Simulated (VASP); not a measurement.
BAs: single point with r2SCAN0

Crystal: BAs.

```
As B
1.0
     0.00000    2.41993    2.41993
     2.41993    0.00000    2.41993
     2.41993    2.41993    0.00000
As B
1 1
Direct
  0.75000 0.75000 0.75000
  0.00000 0.00000 0.00000
```

```
Program                            : VASP 6.6.1
Task                               : single point
Functional                         : r2SCAN0
Potentials or basis                : VASP PAW PBE potentials, release 64 (As, B)
Cutoff                             : 520 eV
k mesh                             : 5 × 5 × 5
Occupations                        : fermi-dirac, width 0.05 eV
Spin                               : no spin polarisation
Dipole correction                  : no
Grid for exact exchange (PRECFOCK) : Normal
Further INCAR settings             : ALGO = Normal; EDIFF = 1e-07; NBANDS = 11
Share of exact exchange            : 0.25
```

```yaml
Pressure: -7.1 GPa
Band_gap_on_the_k_mesh: 2.70 eV (least direct gap 4.86 eV)
```

Levels at points of the mesh, in eV from the valence-band top:
| k point | band 1 | band 2 | band 3 | band 4 | band 5 | band 6 | band 7 | band 8 |
| --- | --- | --- | --- | --- | --- | --- | --- | --- |
| (0.00, 0.00, 0.00) | -17.13 | 0.00 | 0.00 | 0.00 | 4.86 | 4.86 | 4.86 | 6.30 |

Wall time 3 min on 1 thread of AMD EPYC 7R13 Processor (Zen 3), with other jobs on the host, peak memory 0.14 GiB.

Caveat: the k points lie up to 0.45 Å⁻¹ apart; the PAW data sets were made with another functional, which shifts forces and pressure a little; an odd mesh through Γ misses points on the zone boundary, where band edges can lie.
